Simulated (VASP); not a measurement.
# Cs2Cd (Fm-3m) in VASP: relaxation of cell and atoms with PBE

Aim: the relaxation of cell and atoms of Cs2Cd with PBE.

Everything below comes from runs of VASP 6.6.1. Logs are shortened: lines on timing, memory, paths and dates and some standing lists are left out, and cuts for length are marked.

**1. The cell of the first run**

The structure is cubic, space group Fm-3m (No. 225). Conventional cell: a = 9.567 Å, b = 9.567 Å, c = 9.567 Å, α = 90.00°, β = 90.00°, γ = 90.00°. Within 5.4 Å of Cs (site symmetry -43m) lie 4 Cd at 4.14 Å and 6 Cs at 4.78 Å. Within 5.4 Å of Cd (site symmetry m-3m) lie 8 Cs at 4.14 Å.

**2. Relaxation of cell and atoms, PBE**

Input file INCAR:

```
SYSTEM = Cs2Cd
PREC     = Accurate       ! precision mode
ENCUT    = 600            ! plane-wave cutoff, eV
EDIFF    = 1E-6           ! SCF threshold, eV
ISMEAR   = 0              ! smearing method
SIGMA    = 0.1            ! smearing width, eV
LREAL    = .FALSE.        ! projectors in reciprocal space
LASPH    = .TRUE.         ! aspherical terms in the spheres
NELM     = 100            ! most SCF steps
ALGO     = Fast           ! electronic algorithm
ISIF     = 3              ! what is computed and relaxed
LWAVE    = .FALSE.        ! write WAVECAR
LCHARG   = .FALSE.        ! write CHGCAR
GGA      = PE             ! functional
IBRION   = 2              ! ionic algorithm
NSW      = 100            ! ionic steps
EDIFFG   = -0.01          ! ionic threshold
```

Input file KPOINTS:

```
regular mesh
0
G
  8 8 8
  0 0 0
```

Input file POSCAR:

```
Cs2Cd
1.0
    0.0000000000      4.7835933526      4.7835933526
    4.7835933526      0.0000000000      4.7835933526
    4.7835933526      4.7835933526      0.0000000000
Cs Cd
2 1
Direct
    0.2500000000      0.2500000000      0.2500000000
    0.7500000000      0.7500000000      0.7500000000
    0.5000000000      0.5000000000      0.5000000000
```

Potentials or basis: VASP PAW PBE potentials, release 64 (Cs_sv, Cd).

The run is started by

```bash
> cat potpaw_PBE.64/Cs_sv/POTCAR potpaw_PBE.64/Cd/POTCAR > POTCAR
> mpirun -np 1 vasp_std > vasp.out
```

OUTCAR:

```text
SYSTEM = Cs2Cd
   PREC = Accurate
   ENCUT = 600
   EDIFF = 1E-6
   ISMEAR = 0
   LREAL = .FALSE.
   LASPH = .TRUE.
   NELM = 100
   ISIF = 3
   GGA = PE
   IBRION = 2
   NSW = 100
   EDIFFG = -0.01

 ion  position               nearest neighbor table
   1  0.250  0.250  0.250-
   2  0.750  0.750  0.750-
   3  0.500  0.500  0.500-

  LATTYP: Found a face centered cubic cell.
 ALAT       =     9.5671867052

  Lattice vectors:

 A1 = (   0.0000000000,   4.7835933526,   4.7835933526)
 A2 = (   4.7835933526,   0.0000000000,   4.7835933526)
 A3 = (   4.7835933526,   4.7835933526,   0.0000000000)

Analysis of symmetry for initial positions (statically):
=====================================================================
 Subroutine PRICEL returns:
 Original cell was already a primitive cell.

 Routine SETGRP: Setting up the symmetry group for a
 face centered cubic supercell.

 Subroutine GETGRP returns: Found 48 space group operations
 (whereof 48 operations were pure point group operations)
 out of a pool of 48 trial point group operations.

The static configuration has the point symmetry O_h .

Analysis of symmetry for dynamics (positions and initial velocities):
=====================================================================
 Subroutine PRICEL returns:
 Original cell was already a primitive cell.

 Routine SETGRP: Setting up the symmetry group for a
 face centered cubic supercell.

 Subroutine GETGRP returns: Found 48 space group operations
 (whereof 48 operations were pure point group operations)
 out of a pool of 48 trial point group operations.

The dynamic configuration has the point symmetry O_h .

 Subroutine INISYM returns: Found 48 space group operations
 (whereof 48 operations are pure point group operations),
 and found     1 'primitive' translations

----------------------------------------------------------------------------------------

                                     Primitive cell

  volume of cell :     218.9237

  direct lattice vectors                    reciprocal lattice vectors
     0.000000000  4.783593353  4.783593353    -0.104523935  0.104523935  0.104523935
     4.783593353  0.000000000  4.783593353     0.104523935 -0.104523935  0.104523935
     4.783593353  4.783593353  0.000000000     0.104523935  0.104523935 -0.104523935

  length of vectors
     6.765022596  6.765022596  6.765022596     0.181040766  0.181040766  0.181040766

  position of ions in fractional coordinates (direct lattice)
     0.250000000  0.250000000  0.250000000
     0.750000000  0.750000000  0.750000000
     0.500000000  0.500000000  0.500000000

  ion indices of the primitive-cell ions
   primitive index   ion index
                 1           1
                 2           2
                 3           3

----------------------------------------------------------------------------------------

 KPOINTS: regular mesh

Automatic generation of k-mesh.
 Grid dimensions read from file:
 generate k-points for:    8    8    8

 Generating k-lattice:

  Cartesian coordinates                     Fractional coordinates (reciprocal lattice)
    -0.013065492  0.013065492  0.013065492     0.125000000  0.000000000  0.000000000
     0.013065492 -0.013065492  0.013065492     0.000000000  0.125000000  0.000000000
     0.013065492  0.013065492 -0.013065492     0.000000000  0.000000000  0.125000000

  Length of vectors
     0.022630096  0.022630096  0.022630096

  Shift w.r.t. Gamma in fractional coordinates (k-lattice)
     0.000000000  0.000000000  0.000000000

 Subroutine IBZKPT returns following result:
 ===========================================

 Found     29 irreducible k-points:

 Following reciprocal coordinates:
            Coordinates               Weight
  0.000000  0.000000  0.000000      1.000000
  0.125000  0.000000  0.000000      8.000000
  0.250000  0.000000  0.000000      8.000000
  0.375000  0.000000  0.000000      8.000000
  0.500000  0.000000  0.000000      4.000000
  0.125000  0.125000  0.000000      6.000000
[... 16 lines left out ...]
  0.500000  0.250000  0.125000     48.000000
 -0.375000  0.250000  0.125000     24.000000
 [... further k-points ...]
   k-points           NKPTS =     29   k-points in BZ     NKDIM =     29   number of bands    NBANDS=     19
   number of dos      NEDOS =    301   number of ions     NIONS =      3
   total plane-waves  NPLWV = 157464
   dimension x,y,z NGX =    54 NGY =   54 NGZ =   54
   dimension x,y,z NGXF=   108 NGYF=  108 NGZF=  108
   ions per type =               2   1
   NGX,Y,Z   is equivalent  to a cutoff of  13.27, 13.27, 13.27 a.u.
   NGXF,Y,Z  is equivalent  to a cutoff of  26.54, 26.54, 26.54 a.u.
 SYSTEM =  Cs2Cd
   PREC   = accura    normal or accurate (medium, high low for compatibility)
   ISTART =      0    job   : 0-new  1-cont  2-samecut
   ICHARG =      2    charge: 1-file 2-atom 10-const
   ISPIN  =      1    spin polarized calculation?
   LNONCOLLINEAR =      F non collinear calculations
   LSORBIT =      F    spin-orbit coupling
   LASPH  =      T    aspherical Exc in radial PAW
   ENCUT  =  600.0 eV  44.10 Ry    6.64 a.u.  13.51 13.51 13.51*2*pi/ulx,y,z
   NELM   =    100;   NELMIN=  2; NELMDL= -5     # of ELM steps
   EDIFF  = 0.1E-05   stopping-criterion for ELM
   LREAL  =      F    real-space projection
   EDIFFG = -.1E-01   stopping-criterion for IOM
   NSW    =    100    number of steps for IOM
   IBRION =      2    ionic relax: 0-MD 1-quasi-New 2-CG
   NFREE  =      1    steps in history (QN), initial steepest desc. (CG)
   ISIF   =      3    stress and relaxation
   ISYM   =      2    0-nonsym 1-usesym 2-fastsym
   POTIM  = 0.5000    time-step for ionic-motion
   TEBEG  =    0.0;   TEEND  =   0.0 temperature during run
   PSTRESS=    0.0 pullay stress
   NELECT =      30.0000    total number of electrons
   NUPDOWN=      -1.0000    fix difference up-down
   EMIN   =  10.00;   EMAX   =-10.00  energy-range for DOS
   EFERMI =   0.00;   METHOD = LEGACY
   ISMEAR =     0;   SIGMA  =   0.10  broadening in eV -4-tet -1-fermi 0-gaus
   EFERMI_NEDOS =   21; number of points for ismear=-14 and -15
   IALGO  =     68    algorithm
   IMIX   =      4    mixing-type and parameters
     AMIX     =   0.40;   BMIX     =  1.00
     AMIX_MAG =   1.60;   BMIX_MAG =  1.00
  volume/ion in A,a.u.               =      72.97       492.46
  Fermi-wavevector in a.u.,A,eV,Ry     =   0.844017  1.594960  9.692301  0.712364
  Thomas-Fermi vector in A             =   1.958977
   LORBIT       =      0    0 simple, 1 ext, 2 COOP (PROOUT), +10 PAW based schemes
   GGA     = PE    functional components
   LHFCALC =     F    Hartree Fock is set to
   AEXX    =    0.0000 exact exchange contribution
   IVDW    =     0    specifies the selected vdW correction
   LEPSILON=     F    determine dielectric tensor
   LRPA    =     F    only Hartree local field effects (RPA)
 conjugate gradient relaxation of ions
 non-spin polarized calculation
 RMM-DIIS sequential band-by-band and
 Gauss-broadening in eV      SIGMA  =   0.10
  energy-cutoff  :      600.00
  volume of cell :      218.92
 maximum number of plane-waves:      7391
   NGX = 27   NGY = 27   NGZ = 27

 number of electron      29.9999998 magnetization

 Free energy of the ion-electron system (eV)
  ---------------------------------------------------
  ext. energy  EPLUGINS =         0.00000000
  ---------------------------------------------------
  free energy    TOTEN  =        -2.43171680 eV

  energy without entropy =       -2.42736508  energy(sigma->0) =       -2.42954094

 E-fermi :   0.7595     XC(G=0):  -6.3620

 val. band max:        0.7492147054   @ k =   0.1250   0.0000   0.0000
 cond. band min:       0.8401066493   @ k =  -0.2500   0.3750   0.1250
 fundamental gap:      0.0908919439
 Fermi energy:         0.7595470258

 k-point     1 :       0.0000    0.0000    0.0000
  band No.  band energies     occupation
      1     -22.7027      2.00000
      2     -22.6663      2.00000
      3      -9.6193      2.00000
      4      -9.6193      2.00000
      5      -9.6193      2.00000
      6      -9.4166      2.00000
[... 11 lines left out ...]
     18       1.6802      0.00000
     19       2.4246      0.00000

 k-point     2 :       0.1250    0.0000    0.0000
  band No.  band energies     occupation
      1     -22.7012      2.00000
      2     -22.6676      2.00000
      3      -9.6121      2.00000
      4      -9.6121      2.00000
      5      -9.6118      2.00000
      6      -9.4292      2.00000
[... 11 lines left out ...]
     18       2.1617      0.00000
     19       2.4677      0.00000

 k-point     3 :       0.2500    0.0000    0.0000
  band No.  band energies     occupation
      1     -22.6972      2.00000
      2     -22.6715      2.00000
      3      -9.5919      2.00000
      4      -9.5916      2.00000
      5      -9.5916      2.00000
      6      -9.4606      2.00000
[... 11 lines left out ...]
     18       2.5959      0.00000
     19       2.6584      0.00000

 k-point     4 :       0.3750    0.0000    0.0000
  band No.  band energies     occupation
      1     -22.6912      2.00000
      2     -22.6773      2.00000
      3      -9.5651      2.00000
      4      -9.5603      2.00000
      5      -9.5603      2.00000
      6      -9.4979      2.00000
[... 11 lines left out ...]
     18       2.7884      0.00000
     19       2.8346      0.00000

 k-point     5 :       0.5000    0.0000    0.0000
  band No.  band energies     occupation
      1     -22.6843      2.00000
      2     -22.6842      2.00000
      3      -9.5409      2.00000
      4      -9.5267      2.00000
      5      -9.5267      2.00000
      6      -9.5263      2.00000
[... 11 lines left out ...]
     18       2.8821      0.00000
     19       2.9205      0.00000

 k-point     6 :       0.1250    0.1250    0.0000
  band No.  band energies     occupation
      1     -22.7008      2.00000
      2     -22.6680      2.00000
      3      -9.6226      2.00000
      4      -9.6226      2.00000
      5      -9.5844      2.00000
      6      -9.4592      2.00000
[... 11 lines left out ...]
     18       2.2707      0.00000
     19       2.4816      0.00000

 k-point     7 :       0.2500    0.1250    0.0000
  band No.  band energies     occupation
      1     -22.6979      2.00000
      2     -22.6708      2.00000
      3      -9.6186      2.00000
      4      -9.6181      2.00000
      5      -9.5469      2.00000
      6      -9.5035      2.00000
[... 11 lines left out ...]
     18       2.4430      0.00000
     19       2.5858      0.00000

 k-point     8 :       0.3750    0.1250    0.0000
  band No.  band energies     occupation
      1     -22.6929      2.00000
      2     -22.6757      2.00000
      3      -9.6029      2.00000
      4      -9.5992      2.00000
      5      -9.5494      2.00000
      6      -9.5052      2.00000
[... 256 lines left out ...]
 k-point    20 :      -0.3750    0.3750    0.0000
  band No.  band energies     occupation
      1     -22.6867      2.00000
      2     -22.6817      2.00000
      3      -9.6785      2.00000
      4      -9.6181      2.00000
      5      -9.6099      2.00000
      6      -9.4338      2.00000
[... 11 lines left out ...]
     18       1.7147      0.00000
     19       2.9666      0.00000

 k-point    21 :       0.5000    0.5000    0.0000
  band No.  band energies     occupation
      1     -22.6902      2.00000
      2     -22.6781      2.00000
      3      -9.6922      2.00000
      4      -9.6413      2.00000
      5      -9.6413      2.00000
      6      -9.4007      2.00000
[... 11 lines left out ...]
     18       1.7464      0.00000
     19       2.3645      0.00000

 k-point    22 :       0.3750    0.2500    0.1250
  band No.  band energies     occupation
      1     -22.6946      2.00000
      2     -22.6740      2.00000
      3      -9.6358      2.00000
      4      -9.5959      2.00000
      5      -9.5540      2.00000
      6      -9.5014      2.00000
[... 11 lines left out ...]
     18       2.3075      0.00000
     19       2.7078      0.00000

 k-point    23 :       0.5000    0.2500    0.1250
  band No.  band energies     occupation
      1     -22.6898      2.00000
      2     -22.6786      2.00000
      3      -9.6388      2.00000
      4      -9.5970      2.00000
      5      -9.5631      2.00000
      6      -9.4843      2.00000
[... 11 lines left out ...]
     18       2.1368      0.00000
     19       2.9128      0.00000

 k-point    24 :      -0.3750    0.2500    0.1250
  band No.  band energies     occupation
      1     -22.6842      2.00000
      2     -22.6842      2.00000
      3      -9.6300      2.00000
      4      -9.6220      2.00000
      5      -9.5271      2.00000
      6      -9.5218      2.00000
[... 11 lines left out ...]
     18       2.0570      0.00000
     19       3.0854      0.00000

 [... further k-points ...]

------------------------ aborting loop because EDIFF is reached ----------------------------------------

  FORCE on cell =-STRESS in cart. coord.  units (eV):
  Direction    XX          YY          ZZ          XY          YZ          ZX
  --------------------------------------------------------------------------------------
  -------------------------------------------------------------------------------------
  Total        0.0199111      0.0199111      0.0199111      0.0000000      0.0000000      0.0000000
  in kB        0.1457179      0.1457179      0.1457179      0.0000000      0.0000000      0.0000000
  external PRESSURE =       0.1457179 kB  Pullay stress =       0.0000000 kB

 VOLUME and BASIS-vectors are now :
 -----------------------------------------------------------------------------
  energy-cutoff  :      600.00
  volume of cell :      218.92
      direct lattice vectors                 reciprocal lattice vectors
     0.000000000  4.783593353  4.783593353    -0.104523935  0.104523935  0.104523935
     4.783593353  0.000000000  4.783593353     0.104523935 -0.104523935  0.104523935
     4.783593353  4.783593353  0.000000000     0.104523935  0.104523935 -0.104523935

 POSITION                                       TOTAL-FORCE (eV/Angst)
 -----------------------------------------------------------------------------------
      2.39180      2.39180      2.39180        -0.000000     -0.000000     -0.000000
      7.17539      7.17539      7.17539        -0.000000      0.000000      0.000000
      4.78359      4.78359      4.78359         0.000000      0.000000      0.000000
 -----------------------------------------------------------------------------------
    total drift:                                0.000000      0.000000     -0.000000

  FREE ENERGIE OF THE ION-ELECTRON SYSTEM (eV)
  ---------------------------------------------------
  free  energy   TOTEN  =        -2.4317167993 eV

  energy  without entropy=       -2.4273650845  energy(sigma->0) =       -2.42954094

 reached required accuracy - stopping structural energy minimisation
```

Run time: 4.7 min. Hardware: 1 thread of AMD EPYC, shared host; peak memory 0.45 GiB.

What came out:

```
Free energy             : -2.4317 eV
Pressure after relaxing : 0.0 GPa
Band gap on the k mesh  : zero (band 15 reaches 1.04 eV, above the bottom of band 16 at 0.73 eV)
```

Final structure:
```xyz
3
Lattice="0.0000 4.7836 4.7836 4.7836 0.0000 4.7836 4.7836 4.7836 0.0000" Properties=species:S:1:pos:R:3 pbc="T T T"
Cs    2.3918    2.3918    2.3918
Cs    7.1754    7.1754    7.1754
Cd    4.7836    4.7836    4.7836
```

Caveat: the relaxation stopped at its first step, so nothing moved; spin-orbit coupling is left out, which moves the levels of the heavy elements.
